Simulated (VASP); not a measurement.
Input of a VASP 6.6.1 run:

File INCAR:

```
SYSTEM = Ge
PREC = Accurate
ENCUT = 600
EDIFF = 1E-8
ISMEAR = -1
SIGMA = 0.05
LREAL = .False.
LASPH = .True.
NELM = 100
ALGO = Normal
ISIF = 3
LWAVE = .False.
LCHARG = .False.
GGA = CA
NBANDS = 13
IBRION = 6
NFREE = 2
POTIM = 0.015
NSW = 1
```

File KPOINTS:

```
regular mesh
0
Gamma
  8 8 7
  0 0 0
```

Contents of POSCAR:

```
Ge
1.0
    1.3971490000     -2.6005160000      0.0000000000
    1.3971490000      2.6005160000      0.0000000000
    0.0000000000      0.0000000000      2.6982310000
Ge
1
Direct
    0.5000000000      0.5000000000      0.0000000000
```

Potentials or basis: VASP PAW LDA potentials, release 64 (Ge_d).

Run with:

```console
$ cat potpaw_LDA.64/Ge_d/POTCAR > POTCAR
$ mpirun -np 1 vasp_std > vasp.out
```

Estimate the Voigt bulk modulus.

58 GPa.

Elastic tensor in Voigt notation (GPa, in the Cartesian axes of the cell as first typed):
```
 71  24  81   0   0   0
 24  97   8   0   0   0
 81   8 130   0   0   0
  0   0   0  19   0   0
  0   0   0   0   5   0
  0   0   0   0   0  26
```

Caveat: the cell is under stress, which shifts elastic constants.
